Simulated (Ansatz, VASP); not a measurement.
## One calculation of Hf4C, two programs

```
Hf C
1.0
     5.22881    0.00000    0.01133
     0.00000    3.26451    0.00000
     0.01255    0.00000    5.61656
Hf C
4 1
Direct
  0.73982 0.00000 0.67702
  0.26018 0.00000 0.32298
  0.24534 0.50000 0.83560
  0.75466 0.50000 0.16440
  0.00000 0.00000 0.00000
```

Alike in both runs: functional PBE; k mesh 3 × 5 × 3; occupations gaussian, width 0.2 eV; no spin polarisation.

Ansatz relaxed the structure, and its values are those at the end. VASP's run is a single point on that final structure, the one shown.

|  | VASP | Ansatz |
| --- | --- | --- |
| version | VASP 6.6.1 | Ansatz 0.2.0 |
| potentials or method | VASP PAW PBE potentials, release 64 (Hf_pv, C), cutoff 520 eV | scalar-relativistic, plane waves, PAW |
| valence electrons in the cell | 44 | 108 |

```csv
,VASP,Ansatz,Ansatz less VASP
gap on the k mesh at the Fermi level (eV),none,none,-
pressure (GPa),-0.5,0.0,+0.51
rms of the force components (eV/Å),0.036,0.016,-0.0203
```

A gap of «none» marks a metal or a gap that the smearing closes. VASP's potentials hold 44 valence electrons a cell and Ansatz's 108, so a difference there can come from the potentials and not from the codes.

The k mesh is coarse, so the values compare programs but aren't converged. Spin-orbit coupling is off throughout.
